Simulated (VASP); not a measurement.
Au:

```xyz
1
Lattice="0.0000 1.9935 1.9935 1.9935 0.0000 1.9935 1.9935 1.9935 0.0000" Properties=species:S:1:pos:R:3 pbc="T T T"
Au    0.0000    0.0000    0.0000
```

Program: VASP 6.6.1. Alike in all runs: task single point; no spin polarisation; cell as given; cutoff (eV) 520; smearing fermi-dirac 0.05 eV.

**Question.** Order these runs on this cell by their pressure, lowest first.
A. level r2SCAN0; potentials or basis VASP PAW PBE potentials, release 64 (Au); k mesh 6 × 6 × 6; grid for exact exchange (PRECFOCK) Normal; share of exact exchange 0.25
B. level PBE0; potentials or basis VASP PAW PBE potentials, release 64 (Au); k mesh 6 × 6 × 6; grid for exact exchange (PRECFOCK) Normal; share of exact exchange 0.25
C. level LDA; potentials or basis VASP PAW LDA potentials, release 64 (Au); k mesh 11 × 11 × 11

**Answer.** C (10.6 GPa), A (21.2 GPa), B (22.9 GPa).

Caveats: some runs use coarse meshes; the PAW data sets were made with another functional, which shifts forces and pressure a little (at least some runs); the cell stands under pressure (at least some runs).
